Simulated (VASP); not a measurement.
# Cu (Fm-3m) in VASP: a series of runs

Cu is run at these levels: revPBE, r2SCAN; tasks: single point.

Everything below comes from runs of VASP 6.6.1. Logs are shortened: lines on timing, memory, paths and dates and some standing lists are left out, and cuts for length are marked.

**1. The cell of the first run**

The structure is cubic, space group Fm-3m (No. 225). Conventional cell: a = 3.615 Å, b = 3.615 Å, c = 3.615 Å, α = 90.00°, β = 90.00°, γ = 90.00°. Cu (site symmetry m-3m) has 12 Cu at 2.56 Å within 3.4 Å.

**2. Single point, revPBE**

File INCAR:

```
PREC = Accurate
ENCUT = 600
EDIFF = 1E-6
ISMEAR = -1
SIGMA = 0.05
LREAL = F
LASPH = T
NELM = 120
ALGO = Normal
ISIF = 2
LWAVE = F
LCHARG = T
GGA = RE
LELF = T
LVHAR = T
NBANDS = 12
GGA_COMPAT = F
```

File KPOINTS:

```
regular mesh
0
Gamma
  7 7 7
```

File POSCAR:

```
Cu
1.0
    0.0000000000      1.8075000000      1.8075000000
    1.8075000000      0.0000000000      1.8075000000
    1.8075000000      1.8075000000      0.0000000000
Cu
1
Direct
    0.0000000000      0.0000000000      0.0000000000
```

Potentials or basis: VASP PAW PBE potentials, release 64 (Cu).

Started as:

```
$ cat potpaw_PBE.64/Cu/POTCAR > POTCAR
$ mpirun -np 1 vasp_std > vasp.out
```

OUTCAR:

```text
PREC = Accurate
   ENCUT = 600
   EDIFF = 1E-6
   ISMEAR = -1
   LREAL = F
   LASPH = T
   NELM = 120
   ISIF = 2
   GGA = RE

 ion  position               nearest neighbor table
   1  0.000  0.000  0.000-

  LATTYP: Found a face centered cubic cell.
 ALAT       =     3.6150000000

  Lattice vectors:

 A1 = (   0.0000000000,   1.8075000000,   1.8075000000)
 A2 = (   1.8075000000,   0.0000000000,   1.8075000000)
 A3 = (   1.8075000000,   1.8075000000,   0.0000000000)

Analysis of symmetry for initial positions (statically):
=====================================================================
 Subroutine PRICEL returns:
 Original cell was already a primitive cell.

 Routine SETGRP: Setting up the symmetry group for a
 face centered cubic supercell.

 Subroutine GETGRP returns: Found 48 space group operations
 (whereof 48 operations were pure point group operations)
 out of a pool of 48 trial point group operations.

The static configuration has the point symmetry O_h .

Analysis of symmetry for dynamics (positions and initial velocities):
=====================================================================
 Subroutine PRICEL returns:
 Original cell was already a primitive cell.

 Routine SETGRP: Setting up the symmetry group for a
 face centered cubic supercell.

 Subroutine GETGRP returns: Found 48 space group operations
 (whereof 48 operations were pure point group operations)
 out of a pool of 48 trial point group operations.

The dynamic configuration has the point symmetry O_h .

 Subroutine INISYM returns: Found 48 space group operations
 (whereof 48 operations are pure point group operations),
 and found     1 'primitive' translations

----------------------------------------------------------------------------------------

                                     Primitive cell

  volume of cell :      11.8104

  direct lattice vectors                    reciprocal lattice vectors
     0.000000000  1.807500000  1.807500000    -0.276625173  0.276625173  0.276625173
     1.807500000  0.000000000  1.807500000     0.276625173 -0.276625173  0.276625173
     1.807500000  1.807500000  0.000000000     0.276625173  0.276625173 -0.276625173

  length of vectors
     2.556191014  2.556191014  2.556191014     0.479128854  0.479128854  0.479128854

  position of ions in fractional coordinates (direct lattice)
     0.000000000  0.000000000  0.000000000

  ion indices of the primitive-cell ions
   primitive index   ion index
                 1           1

----------------------------------------------------------------------------------------

 KPOINTS: regular mesh

Automatic generation of k-mesh.
 Grid dimensions read from file:
 generate k-points for:    7    7    7

 Generating k-lattice:

  Cartesian coordinates                     Fractional coordinates (reciprocal lattice)
    -0.039517882  0.039517882  0.039517882     0.142857143  0.000000000  0.000000000
     0.039517882 -0.039517882  0.039517882     0.000000000  0.142857143  0.000000000
     0.039517882  0.039517882 -0.039517882     0.000000000  0.000000000  0.142857143

  Length of vectors
     0.068446979  0.068446979  0.068446979

  Shift w.r.t. Gamma in fractional coordinates (k-lattice)
     0.000000000  0.000000000  0.000000000

 Subroutine IBZKPT returns following result:
 ===========================================

 Found     20 irreducible k-points:

 Following reciprocal coordinates:
            Coordinates               Weight
  0.000000  0.000000  0.000000      1.000000
  0.142857  0.000000  0.000000      8.000000
  0.285714  0.000000  0.000000      8.000000
  0.428571  0.000000  0.000000      8.000000
  0.142857  0.142857  0.000000      6.000000
  0.285714  0.142857  0.000000     24.000000
[... 12 lines left out ...]
 -0.428571  0.428571  0.142857     24.000000
 -0.285714  0.428571  0.142857     24.000000
   k-points           NKPTS =     20   k-points in BZ     NKDIM =     20   number of bands    NBANDS=     12
   number of dos      NEDOS =    301   number of ions     NIONS =      1
   total plane-waves  NPLWV =   8000
   dimension x,y,z NGX =    20 NGY =   20 NGZ =   20
   dimension x,y,z NGXF=    40 NGYF=   40 NGZF=   40
   ions per type =               1
   NGX,Y,Z   is equivalent  to a cutoff of  13.01, 13.01, 13.01 a.u.
   NGXF,Y,Z  is equivalent  to a cutoff of  26.01, 26.01, 26.01 a.u.
 SYSTEM =  unknown system
   PREC   = accura    normal or accurate (medium, high low for compatibility)
   ISTART =      0    job   : 0-new  1-cont  2-samecut
   ICHARG =      2    charge: 1-file 2-atom 10-const
   ISPIN  =      1    spin polarized calculation?
   LNONCOLLINEAR =      F non collinear calculations
   LSORBIT =      F    spin-orbit coupling
   LASPH  =      T    aspherical Exc in radial PAW
   ENCUT  =  600.0 eV  44.10 Ry    6.64 a.u.   5.11  5.11  5.11*2*pi/ulx,y,z
   NELM   =    120;   NELMIN=  2; NELMDL= -5     # of ELM steps
   EDIFF  = 0.1E-05   stopping-criterion for ELM
   LREAL  =      F    real-space projection
   EDIFFG = 0.1E-04   stopping-criterion for IOM
   NSW    =      0    number of steps for IOM
   IBRION =     -1    ionic relax: 0-MD 1-quasi-New 2-CG
   NFREE  =      0    steps in history (QN), initial steepest desc. (CG)
   ISIF   =      2    stress and relaxation
   ISYM   =      2    0-nonsym 1-usesym 2-fastsym
   POTIM  = 0.5000    time-step for ionic-motion
   TEBEG  =    0.0;   TEEND  =   0.0 temperature during run
   PSTRESS=    0.0 pullay stress
   NELECT =      11.0000    total number of electrons
   NUPDOWN=      -1.0000    fix difference up-down
   EMIN   =  10.00;   EMAX   =-10.00  energy-range for DOS
   EFERMI =   0.00;   METHOD = LEGACY
   ISMEAR =    -1;   SIGMA  =   0.05  broadening in eV -4-tet -1-fermi 0-gaus
   EFERMI_NEDOS =   21; number of points for ismear=-14 and -15
   IALGO  =     38    algorithm
   IMIX   =      4    mixing-type and parameters
     AMIX     =   0.40;   BMIX     =  1.00
     AMIX_MAG =   1.60;   BMIX_MAG =  1.00
  volume/ion in A,a.u.               =      11.81        79.70
  Fermi-wavevector in a.u.,A,eV,Ry     =   1.598763  3.021224 34.777078  2.556043
  Thomas-Fermi vector in A             =   2.696162
   LORBIT       =      0    0 simple, 1 ext, 2 COOP (PROOUT), +10 PAW based schemes
   GGA     = RE    functional components
   LHFCALC =     F    Hartree Fock is set to
   AEXX    =    0.0000 exact exchange contribution
   IVDW    =     0    specifies the selected vdW correction
   LEPSILON=     F    determine dielectric tensor
   LRPA    =     F    only Hartree local field effects (RPA)
 non-spin polarized calculation
  energy-cutoff  :      600.00
  volume of cell :       11.81
 maximum number of plane-waves:       411
   NGX = 11   NGY = 11   NGZ = 11

 number of electron      11.0000001 magnetization

 Free energy of the ion-electron system (eV)
  ---------------------------------------------------
  ext. energy  EPLUGINS =         0.00000000
  ---------------------------------------------------
  free energy    TOTEN  =        -3.38310919 eV

  energy without entropy =       -3.38191238  energy(sigma->0) =       -3.38251078

 E-fermi :   7.9146     XC(G=0): -12.6228

 val. band max:        7.1656997693   @ k =   0.4286   0.2857   0.0000
 cond. band min:       7.9315200809   @ k =   0.4286   0.4286   0.0000
 fundamental gap:      0.7658203116
 Fermi energy:         7.9145907578

 k-point     1 :       0.0000    0.0000    0.0000
  band No.  band energies     occupation
      1      -1.6444      2.00000
      2       4.6926      2.00000
      3       4.6926      2.00000
      4       4.6926      2.00000
      5       5.5125      2.00000
      6       5.5125      2.00000
      7      30.2510      0.00000
      8      32.9666      0.00000
      9      32.9666      0.00000
     10      32.9666      0.00000
     11      35.4367      0.00000
     12      35.4367      0.00000

 k-point     2 :       0.1429    0.0000    0.0000
  band No.  band energies     occupation
      1      -0.9124      2.00000
      2       4.5546      2.00000
      3       4.8065      2.00000
      4       4.8065      2.00000
      5       5.4820      2.00000
      6       5.4820      2.00000
      7      25.5866      0.00000
      8      30.8114      0.00000
      9      31.5539      0.00000
     10      31.5539      0.00000
     11      37.2697      0.00000
     12      37.6407      0.00000

 k-point     3 :       0.2857    0.0000    0.0000
  band No.  band energies     occupation
      1       1.0293      2.00000
      2       4.4756      2.00000
      3       4.8211      2.00000
      4       4.8211      2.00000
      5       5.6824      2.00000
      6       5.6824      2.00000
      7      18.4597      0.00000
      8      29.8405      0.00000
      9      30.3209      0.00000
     10      30.3209      0.00000
     11      35.3790      0.00000
     12      35.3790      0.00000

 k-point     4 :       0.4286    0.0000    0.0000
  band No.  band energies     occupation
      1       2.5218      2.00000
      2       4.6818      2.00000
      3       4.6818      2.00000
      4       5.9222      2.00000
      5       6.0249      2.00000
      6       6.0249      2.00000
      7      12.7265      0.00000
      8      28.8826      0.00000
      9      29.8603      0.00000
     10      29.8603      0.00000
     11      33.0883      0.00000
     12      33.0883      0.00000

 k-point     5 :       0.1429    0.1429    0.0000
  band No.  band energies     occupation
      1      -0.6720      2.00000
      2       4.4172      2.00000
      3       4.9223      2.00000
      4       4.9223      2.00000
      5       5.2741      2.00000
      6       5.6138      2.00000
      7      28.2137      0.00000
      8      28.3493      0.00000
      9      28.3493      0.00000
     10      30.1854      0.00000
     11      34.7364      0.00000
     12      39.5624      0.00000
[... 168 lines left out ...]
      1       2.4412      2.00000
      2       3.9659      2.00000
      3       4.5529      2.00000
      4       5.4800      2.00000
      5       5.5289      2.00000
      6       6.6423      2.00000
      7      19.6458      0.00000
      8      20.4325      0.00000
      9      24.9734      0.00000
     10      31.7877      0.00000
     11      33.5542      0.00000
     12      38.0598      0.00000

 k-point    18 :      -0.4286    0.2857    0.1429
  band No.  band energies     occupation
      1       3.4855      2.00000
      2       4.0154      2.00000
      3       4.4050      2.00000
      4       5.2952      2.00000
      5       5.9683      2.00000
      6       9.0452      0.00000
      7      13.9906      0.00000
      8      20.3003      0.00000
      9      22.0194      0.00000
     10      31.9510      0.00000
     11      35.1863      0.00000
     12      40.2151      0.00000

 k-point    19 :      -0.4286    0.4286    0.1429
  band No.  band energies     occupation
      1       3.2564      2.00000
      2       3.6283      2.00000
      3       4.9519      2.00000
      4       5.7621      2.00000
      5       6.1228      2.00000
      6       9.7054      0.00000
      7      17.2147      0.00000
      8      17.4582      0.00000
      9      18.5164      0.00000
     10      30.3139      0.00000
     11      32.7596      0.00000
     12      41.5117      0.00000

 k-point    20 :      -0.2857    0.4286    0.1429
  band No.  band energies     occupation
      1       3.6148      2.00000
      2       3.8942      2.00000
      3       4.4474      2.00000
      4       5.4916      2.00000
      5       6.1201      2.00000
      6      12.7739      0.00000
      7      13.2864      0.00000
      8      16.0177      0.00000
      9      19.3996      0.00000
     10      31.9749      0.00000
     11      38.2926      0.00000
     12      38.5821      0.00000

------------------------ aborting loop because EDIFF is reached ----------------------------------------

  FORCE on cell =-STRESS in cart. coord.  units (eV):
  Direction    XX          YY          ZZ          XY          YZ          ZX
  --------------------------------------------------------------------------------------
  -------------------------------------------------------------------------------------
  Total        0.4293812      0.4293812      0.4293812      0.0000000      0.0000000      0.0000000
  in kB       58.2490250     58.2490250     58.2490250      0.0000000      0.0000000      0.0000000
  external PRESSURE =      58.2490250 kB  Pullay stress =       0.0000000 kB

 VOLUME and BASIS-vectors are now :
 -----------------------------------------------------------------------------
  energy-cutoff  :      600.00
  volume of cell :       11.81
      direct lattice vectors                 reciprocal lattice vectors
     0.000000000  1.807500000  1.807500000    -0.276625173  0.276625173  0.276625173
     1.807500000  0.000000000  1.807500000     0.276625173 -0.276625173  0.276625173
     1.807500000  1.807500000  0.000000000     0.276625173  0.276625173 -0.276625173

 POSITION                                       TOTAL-FORCE (eV/Angst)
 -----------------------------------------------------------------------------------
      0.00000      0.00000      0.00000         0.000000      0.000000      0.000000
 -----------------------------------------------------------------------------------
    total drift:                                0.000000     -0.000000      0.000000

  FREE ENERGIE OF THE ION-ELECTRON SYSTEM (eV)
  ---------------------------------------------------
  free  energy   TOTEN  =        -3.3831091871 eV

  energy  without entropy=       -3.3819123790  energy(sigma->0) =       -3.38251078
```

It took 10 s on 1 thread of Intel Xeon 8259CL, shared host; peak memory 0.12 GiB.

Results:

| Item | Value |
| --- | --- |
| Free energy | -3.3831 eV |
| Pressure | 5.8 GPa |
| Band gap on the k mesh | zero (an odd number of electrons rules out a gap without spin polarisation) |

Levels at points of the mesh, in eV from the Fermi level:
```tsv
k point	band 2	band 3	band 4	band 5	band 6	band 7	band 8	band 9	band 10	band 11
(0.00, 0.00, 0.00)	-3.22	-3.22	-3.22	-2.40	-2.40	22.34	25.05	25.05	25.05	27.52
```

Caveat: the k points lie up to 0.43 Å⁻¹ apart, too coarse for converged energies and pressures of a metal; the PAW data sets were made with another functional, which shifts forces and pressure a little.

**3. Single point, r2SCAN**

POSCAR is that of step 2.

File INCAR.step1:

```
PREC = Accurate
ENCUT = 660
ISMEAR = -1
SIGMA = 0.05
LREAL = False
LASPH = True
NELM = 120
NBANDS = 12
GGA = PE
ALGO = Normal
EDIFF = 1E-5
LWAVE = True
LCHARG = False
GGA_COMPAT = False
```

File INCAR.step2:

```
PREC = Accurate
ENCUT = 660
EDIFF = 1E-6
ISMEAR = -1
SIGMA = 0.05
LREAL = False
LASPH = True
NELM = 120
ALGO = Normal
ISIF = 2
LWAVE = False
LCHARG = False
METAGGA = R2SCAN
LMIXTAU = True
NBANDS = 12
ISTART = 1
GGA_COMPAT = False
```

File KPOINTS:

```
Automatic mesh
0
Gamma
  7 7 7
```

Potentials or basis: VASP PAW PBE potentials, release 64 (Cu).

Started as:

```
$ cat potpaw_PBE.64/Cu/POTCAR > POTCAR
$ cp INCAR.step1 INCAR
$ mpirun -np 1 vasp_std > vasp.out
$ cp INCAR.step2 INCAR
$ mpirun -np 1 vasp_std > vasp.out
```

Run time: 42 s. Hardware: 1 thread of Intel Xeon 8259CL, shared host; peak memory 0.14 GiB.

Results (log left out):

```yaml
Free_energy: -10.8653 eV
Pressure: -4.5 GPa
Band_gap_on_the_k_mesh: zero (an odd number of electrons rules out a gap without spin polarisation)
```

Levels at points of the mesh, in eV from the Fermi level:
```tsv
k point	band 3	band 4	band 5	band 6	band 7	band 8	band 9	band 10
(0.00, 0.00, 0.00)	-3.36	-3.36	-2.55	-2.55	23.13	26.17	26.17	26.17
```

Caveat: the k points lie up to 0.43 Å⁻¹ apart, too coarse for converged energies and pressures of a metal; the PAW data sets were made with another functional, which shifts forces and pressure a little.
